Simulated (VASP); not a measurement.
# La3LuO2: relaxation of cell and atoms with PBE

The system is La3LuO2.

```
CELL_PARAMETERS angstrom
-2.78598 3.22086 4.20477
2.78598 -3.22086 4.20477
2.78598 3.22086 -4.20477
ATOMIC_POSITIONS crystal
La 0.50000 0.00000 0.50000
La 0.00000 0.50000 0.50000
La 0.00000 0.00000 0.00000
Lu 0.50000 0.50000 0.00000
O 0.23756 0.23756 0.00000
O 0.76244 0.76244 0.00000
```

The cell was generated, and may not be a known phase.

| Item | Value |
| --- | --- |
| Program | VASP 6.6.1 |
| Task | relaxation of cell and atoms |
| Functional | PBE |
| Potentials or basis | VASP PAW PBE potentials, release 64 (La, Lu, O) |
| Cutoff | 600 eV |
| k mesh | 4 × 4 × 4 |
| Occupations | gaussian, width 0.1 eV |
| Spin | no spin polarisation |
| Dipole correction | no |
| Further INCAR settings | ALGO = Normal; EDIFF = 1e-07; IBRION = 2; EDIFFG = -0.04; NSW = 90; ISIF = 3 |

```json
{
  "Relaxed volume": "35.01 Å³/atom",
  "Relaxed cell": "a = 6.540 Å, b = 6.540 Å, c = 6.540 Å, α = 115.16°, β = 114.80°, γ = 98.94°",
  "Space group after relaxing (to 0.1 Å)": "I4/mmm (No. 139)",
  "Energy gained by relaxing": "508.8 meV/atom",
  "Ionic steps": "9",
  "Pressure after relaxing": "0.0 GPa",
  "Largest force after relaxing": "0.016 eV/Å",
  "Band gap on the k mesh": "zero (bands 35 and 36 overlap by 0.36 eV)"
}
```

Forces in eV/Å, atoms in the order of the input:
```
La   0.000  0.000  0.000
La   0.000  0.000  0.000
La   0.000  0.000  0.000
Lu   0.000  0.000  0.000
O    0.000  0.000 -0.016
O    0.000  0.000  0.016
```

Stress tensor (GPa, compression positive):
```
-0.17  0.00  0.00
 0.00  0.15  0.00
 0.00  0.00  0.06
```

The path:
```
step  energy change (eV)  largest force (eV/Å)  pressure (GPa)  volume (Å³)
   1              0.0000                3.9475           13.48       150.92
   2             -2.4920                0.1010           -2.09       201.25
   3             -2.5150                0.1166           -1.22       195.33
   4             -2.8963                1.5383            2.76       196.76
   5             -2.9608                0.9102            1.36       196.58
   6             -3.0412                0.0707            0.40       204.31
   7             -3.0434                0.2730            0.23       205.96
   8             -3.0518                0.0825            0.08       208.68
   9             -3.0530                0.0164            0.01       210.06
```

Final structure:
```yaml
crystal:
  lattice:
    - [-3.50627, 3.52388, 4.25033]
    - [3.50627, -3.52388, 4.25033]
    - [3.50627, 3.52388, -4.25033]
  atoms:
    - { symbol: La, position: [0.50000, 0.00000, 0.50000] }
    - { symbol: La, position: [0.00000, 0.50000, 0.50000] }
    - { symbol: La, position: [0.00000, 0.00000, 0.00000] }
    - { symbol: Lu, position: [0.50000, 0.50000, 0.00000] }
    - { symbol: O, position: [0.25687, 0.25687, 0.00000] }
    - { symbol: O, position: [0.74313, 0.74313, 0.00000] }
```

Levels at points of the mesh, in eV from the Fermi level:
```csv
k point,band 33,band 34,band 35,band 36,band 37,band 38
"(0.00, 0.00, 0.00)",-1.27,-0.61,-0.44,-0.28,0.40,0.64
"(0.50, 0.00, 0.00)",-0.83,-0.28,-0.10,0.41,0.42,0.56
"(0.00, 0.50, 0.00)",-0.83,-0.27,-0.09,0.42,0.43,0.57
"(0.50, 0.50, 0.00)",-0.39,-0.08,0.01,0.02,0.40,0.65
"(0.50, 0.50, 0.50)",-1.01,-0.57,-0.56,-0.26,0.26,0.77
```

Run time: 24 min on 1 thread of AMD EPYC 9R45 96-Core Processor (Zen 5) (shared host), peak memory 0.43 GiB.

Caveat: the volume moved by over 15 % at a fixed basis, so the end points are rough; spin-orbit coupling is left out, which moves the levels of the heavy elements.
